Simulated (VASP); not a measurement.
Os:

```
CELL_PARAMETERS angstrom
2.73410 0.00000 0.00000
-1.36705 2.36780 0.00000
0.00000 0.00000 4.31970
ATOMIC_POSITIONS crystal
Os 0.66667 0.33333 0.75000
Os 0.33333 0.66667 0.25000
```

Base run:

- Program: VASP 6.6.1
- Functional: PBE
- Potentials or basis: VASP PAW PBE potentials, release 64 (Os)
- Cutoff: 520 eV
- k mesh: 11 × 11 × 6
- Occupations: gaussian, width 0.026 eV
- Spin: no spin polarisation

Its results: band gap on the k mesh zero (band 8 reaches 11.57 eV, above the bottom of band 9 at 7.68 eV); pressure 8.7 GPa.

Problem. The run is repeated on the same cell with these changes: functional from PBE to PBEsol; occupations from gaussian, width 0.026 eV to fermi-dirac, width 0.05 eV. What comes out?

Solution. Band gap on the k mesh zero (band 8 reaches 11.42 eV, above the bottom of band 9 at 7.52 eV); pressure -2.3 GPa.

Caveats: spin-orbit coupling is left out, which moves the levels of the heavy elements; the PAW data sets were made with another functional, which shifts forces and pressure a little (some runs).
